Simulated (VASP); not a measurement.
# Sc (P6_3/mmc) in VASP: a series of runs, part 2 of 2

VASP 6.6.1. Earlier steps stand in the parts before.

### Step 3. Relaxation of cell and atoms, PBEsol

This run uses another cell than the first one, of 24.63 Å³/atom, 1.042 times its volume.

INCAR reads:

```
PREC = Accurate
ENCUT = 600
EDIFF = 1E-6
ISMEAR = 0
SIGMA = 0.1
LREAL = False
LASPH = True
NELM = 60
ALGO = Fast
ISIF = 3
LWAVE = False
LCHARG = False
GGA = PS
IBRION = 2
NSW = 70
EDIFFG = -0.005
```

KPOINTS reads:

```
regular mesh
0
Gamma
  15 15 8
```

POSCAR reads:

```
Sc
1.0
    3.3194762619      0.0000000000      0.0000000000
   -1.6597381310      2.8747507701      0.0000000000
    0.0000000000      0.0000000000      5.1626480206
Sc
2
Direct
    0.3333333333      0.6666666667      0.2500000000
    0.6666666667      0.3333333333      0.7500000000
```

Potentials or basis: VASP PAW PBE potentials, release 64 (Sc_sv).

On the command line:

```
$ cat potpaw_PBE.64/Sc_sv/POTCAR > POTCAR
$ mpirun -np 1 vasp_std > vasp.out
```

OUTCAR:

```text
PREC = Accurate
   ENCUT = 600
   EDIFF = 1E-6
   ISMEAR = 0
   LREAL = False
   LASPH = True
   NELM = 60
   ISIF = 3
   GGA = PS
   IBRION = 2
   NSW = 70
   EDIFFG = -0.005

 ion  position               nearest neighbor table
   1  0.333  0.667  0.250-   2 3.21   2 3.21   2 3.21   2 3.21   2 3.21   2 3.21
   2  0.667  0.333  0.750-   1 3.21   1 3.21   1 3.21   1 3.21   1 3.21   1 3.21

  LATTYP: Found a hexagonal cell.
 ALAT       =     3.3194762619
 C/A-ratio  =     1.5552598101

  Lattice vectors:

 A1 = (   3.3194762619,   0.0000000000,   0.0000000000)
 A2 = (  -1.6597381310,   2.8747507701,   0.0000000000)
 A3 = (   0.0000000000,   0.0000000000,   5.1626480206)

Analysis of symmetry for initial positions (statically):
=====================================================================
 Subroutine PRICEL returns:
 Original cell was already a primitive cell.

 Routine SETGRP: Setting up the symmetry group for a
 hexagonal supercell.

 Subroutine GETGRP returns: Found 24 space group operations
 (whereof 12 operations were pure point group operations)
 out of a pool of 24 trial point group operations.

The static configuration has the point symmetry D_3d.
 The point group associated with its full space group is D_6h.

Analysis of symmetry for dynamics (positions and initial velocities):
=====================================================================
 Subroutine PRICEL returns:
 Original cell was already a primitive cell.

 Routine SETGRP: Setting up the symmetry group for a
 hexagonal supercell.

 Subroutine GETGRP returns: Found 24 space group operations
 (whereof 12 operations were pure point group operations)
 out of a pool of 24 trial point group operations.

The dynamic configuration has the point symmetry D_3d.
 The point group associated with its full space group is D_6h.

 Subroutine INISYM returns: Found 24 space group operations
 (whereof 12 operations are pure point group operations),
 and found     1 'primitive' translations

----------------------------------------------------------------------------------------

                                     Primitive cell

  volume of cell :      49.2654

  direct lattice vectors                    reciprocal lattice vectors
     3.319476262  0.000000000  0.000000000     0.301252343  0.173928121  0.000000000
[... 108 lines left out ...]
  Fermi-wavevector in a.u.,A,eV,Ry     =   1.251320  2.364651 21.304017  1.565801
  Thomas-Fermi vector in A             =   2.385273
   LORBIT       =      0    0 simple, 1 ext, 2 COOP (PROOUT), +10 PAW based schemes
   GGA     = PS    functional components
   LHFCALC =     F    Hartree Fock is set to
   AEXX    =    0.0000 exact exchange contribution
   IVDW    =     0    specifies the selected vdW correction
   LEPSILON=     F    determine dielectric tensor
   LRPA    =     F    only Hartree local field effects (RPA)
 conjugate gradient relaxation of ions
 non-spin polarized calculation
 RMM-DIIS sequential band-by-band and
 Gauss-broadening in eV      SIGMA  =   0.10
  energy-cutoff  :      600.00
  volume of cell :       49.27
 maximum number of plane-waves:      1701
 NGX is ok and might be reduce to    28
   NGX = 13   NGY = 13   NGZ = 21

--------------------------------------- Ionic step        1  -------------------------------------------

 number of electron      21.9999996 magnetization

 Free energy of the ion-electron system (eV)
  ---------------------------------------------------
  ext. energy  EPLUGINS =         0.00000000
  ---------------------------------------------------
  free energy    TOTEN  =       -13.20876149 eV

  energy without entropy =      -13.18804923  energy(sigma->0) =      -13.19840536

 E-fermi :   3.5767     XC(G=0):  -9.9919

 val. band max:        3.5753048024   @ k =   0.4000   0.2000   0.3750
 cond. band min:       3.5805696671   @ k =   0.4000  -0.0000   0.2500
 fundamental gap:      0.0052648646
 Fermi energy:         3.5767447109

 k-point     1 :       0.0000    0.0000    0.0000
  band No.  band energies     occupation
      1     -45.6264      2.00000
      2     -45.5531      2.00000
      3     -24.5496      2.00000
      4     -24.2032      2.00000
      5     -24.2032      2.00000
      6     -24.1348      2.00000
      7     -24.1348      2.00000
      8     -24.1046      2.00000
      9      -1.5599      2.00000
     10       1.9341      2.00000
     11       4.2120      0.00000
     12       5.1623      0.00000
     13       5.1627      0.00000
     14       5.4340      0.00000
[... 702 lines left out ...]
--------------------------------------- Ionic step        9  -------------------------------------------

 number of electron      21.9999999 magnetization

 Free energy of the ion-electron system (eV)
  ---------------------------------------------------
  ext. energy  EPLUGINS =         0.00000000
  ---------------------------------------------------
  free energy    TOTEN  =       -13.22214862 eV

  energy without entropy =      -13.20296140  energy(sigma->0) =      -13.21255501

 E-fermi :   3.8139     XC(G=0): -10.1588

 val. band max:        3.8086332663   @ k =   0.4000   0.2000   0.3750
 cond. band min:       3.8231813178   @ k =   0.4000   0.2000   0.3750
 fundamental gap:      0.0145480515
 Fermi energy:         3.8138814197

 k-point     1 :       0.0000    0.0000    0.0000
  band No.  band energies     occupation
      1     -45.2828      2.00000
      2     -45.1949      2.00000
      3     -24.2457      2.00000
      4     -23.8457      2.00000
      5     -23.8457      2.00000
      6     -23.7670      2.00000
      7     -23.7670      2.00000
      8     -23.7334      2.00000
      9      -1.3959      2.00000
     10       2.1197      2.00000
     11       4.5647      0.00000
     12       5.4475      0.00000
     13       5.4475      0.00000
     14       5.7509      0.00000
[... 444 lines left out ...]
  FREE ENERGIE OF THE ION-ELECTRON SYSTEM (eV)
  ---------------------------------------------------
  free  energy   TOTEN  =       -13.2221486189 eV

  energy  without entropy=      -13.2029614043  energy(sigma->0) =      -13.21255501

 reached required accuracy - stopping structural energy minimisation
```

OSZICAR:

```text
N       E                     dE             d eps       ncg     rms          rms(c)
DAV:   1     0.409340683043E+03    0.40934E+03   -0.11740E+04  4050   0.172E+03
DAV:   2     0.121267664136E+02   -0.39721E+03   -0.39109E+03  5719   0.662E+02
DAV:   3    -0.142848842480E+02   -0.26412E+02   -0.25763E+02  6801   0.203E+02
DAV:   4    -0.147641798013E+02   -0.47930E+00   -0.43614E+00  6271   0.241E+01
[... 71 lines left out ...]
RMM:   2    -0.132221538124E+02    0.19685E-03   -0.68779E-04  4415   0.589E-01    0.447E-02
RMM:   3    -0.132221532323E+02    0.58018E-06   -0.68644E-04  4825   0.290E-01    0.221E-02
RMM:   4    -0.132221476950E+02    0.55373E-05   -0.41065E-05  4372   0.130E-01    0.927E-03
RMM:   5    -0.132221482131E+02   -0.51808E-06   -0.23032E-05  4285   0.572E-02    0.228E-03
RMM:   6    -0.132221486189E+02   -0.40579E-06   -0.44069E-06  3195   0.309E-02
   9 F= -.13222149E+02 E0= -.13212555E+02  d E =-.537154E-05
```

CONTCAR:

```text
Sc
   1.00000000000000
     3.2777629677542914    0.0000000000007273   -0.0000000000000000
    -1.6388814839258874    2.8386259976925903    0.0000000000000000
    -0.0000000000000000    0.0000000000000000    5.0845747696915398
  Sc
     2
Direct
     0.3333333332999970    0.6666666667000030    0.2500000000000000
     0.6666666667000030    0.3333333332999970    0.7500000000000000

  0.00000000E+00  0.00000000E+00  0.00000000E+00
  0.00000000E+00  0.00000000E+00  0.00000000E+00
```

It took 5.2 min on 1 thread of Intel Xeon Platinum 8488C (Sapphire Rapids), shared host; peak memory 0.27 GiB.

What came out:

| Item | Value |
| --- | --- |
| Free energy | -13.2221 eV |
| Relaxed volume | 23.65 Å³/atom |
| Relaxed cell | a = 3.278 Å, b = 3.278 Å, c = 5.085 Å, α = 90.00°, β = 90.00°, γ = 120.00° |
| Space group after relaxing (to 0.05 Å) | P6_3/mmc (No. 194) |
| Energy gained by relaxing | 6.7 meV/atom |
| Ionic steps | 9 |
| Pressure after relaxing | 0.0 GPa |
| Band gap on the k mesh | zero (band 11 reaches 4.83 eV, above the bottom of band 12 at 3.26 eV) |

Step by step:
```csv
step,energy change (eV),largest force (eV/Å),pressure (GPa),volume (Å³)
1,0.0000,0.0000,-2.16,49.27
2,-0.0128,0.0000,0.49,46.94
3,-0.0134,0.0000,-0.01,47.33
4,-0.0133,0.0000,0.05,47.29
5,-0.0134,0.0000,-0.04,47.35
6,-0.0134,0.0000,-0.02,47.35
7,-0.0134,0.0000,0.01,47.33
8,-0.0134,0.0000,0.09,47.26
9,-0.0134,0.0000,0.00,47.31
```

Final structure:
```
Sc
1.0
     3.27776    0.00000    0.00000
    -1.63888    2.83863    0.00000
     0.00000    0.00000    5.08457
Sc
2
Direct
  0.33333 0.66667 0.25000
  0.66667 0.33333 0.75000
```

Levels at points of the mesh, in eV from the Fermi level:
| k point | band 9 | band 10 | band 11 | band 12 | band 13 | band 14 |
| --- | --- | --- | --- | --- | --- | --- |
| (0.00, 0.00, 0.00) | -5.21 | -1.69 | 0.75 | 1.63 | 1.63 | 1.94 |
| (0.00, 0.00, 0.50) | -3.60 | -3.60 | 1.02 | 1.02 | 1.54 | 1.54 |

Caveat: the PAW data sets were made with another functional, which shifts forces and pressure a little.

### Step 4. Single point, PBEsol

INCAR reads:

```
  PREC = Accurate
  ENCUT = 520
  EDIFF = 1E-6
  ISMEAR = 0
  SIGMA = 0.1
  LREAL = False
  LASPH = True
  NELM = 60
  ALGO = Normal
  ISIF = 2
  LWAVE = False
  LCHARG = False
  GGA = PS
  NBANDS = 18
```

KPOINTS is that of step 3.

POSCAR reads:

```
Sc
1.0
    3.2768472548      0.0000000000      0.0000000000
   -1.6384236274      2.8378329669      0.0000000000
    0.0000000000      0.0000000000      5.0828989734
Sc
2
Direct
    0.3333333333      0.6666666667      0.2500000000
    0.6666666667      0.3333333333      0.7500000000
```

On the command line:

```
$ cat potpaw_PBE.64/Sc_sv/POTCAR > POTCAR
$ mpirun -np 1 vasp_std > vasp.out
```

Run time: 2 min. Hardware: 1 thread of Oxide Virtual Turin-like, shared host; peak memory 0.19 GiB.

It converged, with:

```yaml
Free_energy: -13.2210 eV
Pressure: 0.0 GPa
Band_gap_on_the_k_mesh: zero (band 11 reaches 4.84 eV, above the bottom of band 12 at 3.26 eV)
```

Levels at points of the mesh, in eV from the Fermi level:
```tsv
k point	band 9	band 10	band 11	band 12	band 13	band 14
(0.00, 0.00, 0.00)	-5.21	-1.70	0.75	1.63	1.63	1.94
(0.00, 0.00, 0.50)	-3.61	-3.61	1.02	1.02	1.54	1.54
```

Caveat: the PAW data sets were made with another functional, which shifts forces and pressure a little.

### Step 5. Relaxation of cell and atoms, PBEsol

This run uses another cell than the first one, of 24.63 Å³/atom, 1.042 times its volume.

INCAR reads:

```
PREC = Accurate
ENCUT = 600
EDIFF = 1E-6
ISMEAR = 0
SIGMA = 0.1
LREAL = False
LASPH = True
NELM = 60
ALGO = Fast
ISIF = 3
LWAVE = False
LCHARG = False
GGA = PS
IBRION = 2
NSW = 70
EDIFFG = -0.005
```

KPOINTS is that of step 4.

POSCAR reads:

```
Sc
1.0
    3.3194762619      0.0000000000      0.0000000000
   -1.6597381310      2.8747507701      0.0000000000
    0.0000000000      0.0000000000      5.1626480205
Sc
2
Direct
    0.3333333333      0.6666666667      0.2500000000
    0.6666666667      0.3333333333      0.7500000000
```

On the command line:

```
$ cat potpaw_PBE.64/Sc_sv/POTCAR > POTCAR
$ mpirun -np 1 vasp_std > vasp.out
```

Run time: 15 min. Hardware: 1 thread of Oxide Virtual Turin-like, shared host; peak memory 0.24 GiB.

It converged, with:

* Free energy: -13.2221 eV
* Relaxed volume: 23.65 Å³/atom
* Relaxed cell: a = 3.278 Å, b = 3.278 Å, c = 5.085 Å, α = 90.00°, β = 90.00°, γ = 120.00°
* Space group after relaxing (to 0.05 Å): P6_3/mmc (No. 194)
* Energy gained by relaxing: 6.7 meV/atom
* Ionic steps: 9
* Pressure after relaxing: 0.0 GPa
* Band gap on the k mesh: zero (band 11 reaches 4.83 eV, above the bottom of band 12 at 3.26 eV)

The path:
```
step  energy change (eV)  largest force (eV/Å)  pressure (GPa)  volume (Å³)
   1              0.0000                0.0000           -2.16        49.27
   2             -0.0128                0.0000            0.49        46.94
   3             -0.0134                0.0000           -0.01        47.33
   4             -0.0133                0.0000            0.05        47.29
   5             -0.0134                0.0000           -0.04        47.35
   6             -0.0134                0.0000           -0.02        47.35
   7             -0.0134                0.0000            0.01        47.33
   8             -0.0134                0.0000            0.09        47.26
   9             -0.0134                0.0000            0.00        47.31
```

Final structure:
```
Sc
1.0
     3.27776    0.00000    0.00000
    -1.63888    2.83863    0.00000
     0.00000    0.00000    5.08458
Sc
2
Cartesian
  0.0000 1.8924 1.2711
  1.6389 0.9462 3.8134
```

Levels at points of the mesh, in eV from the Fermi level:
| k point | band 8 | band 9 | band 10 | band 11 | band 12 | band 13 | band 14 | band 15 |
| --- | --- | --- | --- | --- | --- | --- | --- | --- |
| (0.00, 0.00, 0.00) | -27.55 | -5.21 | -1.69 | 0.75 | 1.63 | 1.63 | 1.94 | 2.12 |
| (0.00, 0.00, 0.50) | -27.62 | -3.60 | -3.60 | 1.02 | 1.02 | 1.54 | 1.54 | 1.54 |

Caveat: the PAW data sets were made with another functional, which shifts forces and pressure a little.
